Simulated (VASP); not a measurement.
Here is a VASP 6.6.1 calculation.

INCAR

```
  PREC = Accurate
  ENCUT = 520
  EDIFF = 1E-7
  ISMEAR = -1
  SIGMA = 0.05
  LREAL = False
  LASPH = True
  NELM = 150
  ALGO = Normal
  ISIF = 2
  LWAVE = False
  LCHARG = False
  ISPIN = 2
  MAGMOM = 0.539
  LORBIT = 11
  LMAXMIX = 4
  GGA = B5
  ALDAX = 1.0
  AGGAX = 1.0
  AGGAC = 1.0
  ALDAC = 0.0
  NBANDS = 15
```

KPOINTS

```
Automatic mesh
0
Gamma
  15 15 15
```

File POSCAR:

```
Ni
1.0
    2.3680659922      0.0000000000      0.0000000000
    0.0000000000      2.3680659922      0.0000000000
    0.0000000000      0.0000000000      2.3680659922
Ni
1
Direct
    0.0000000000      0.0000000000      0.0000000000
```

Potentials or basis: VASP PAW PBE potentials, release 64 (Ni).

Launch:

```console
$ cat potpaw_PBE.64/Ni/POTCAR > POTCAR
$ mpirun -np 1 vasp_std > vasp.out
```

Question: Predict the site moments.

Answer: Ni +0.49 μB.

Question: Estimate the pressure.

Answer: 0.1 GPa.

Question: Predict the net moment.

Answer: 0.48 μB per cell.

Caveat: the PAW data sets were made with another functional, which shifts forces and pressure a little.
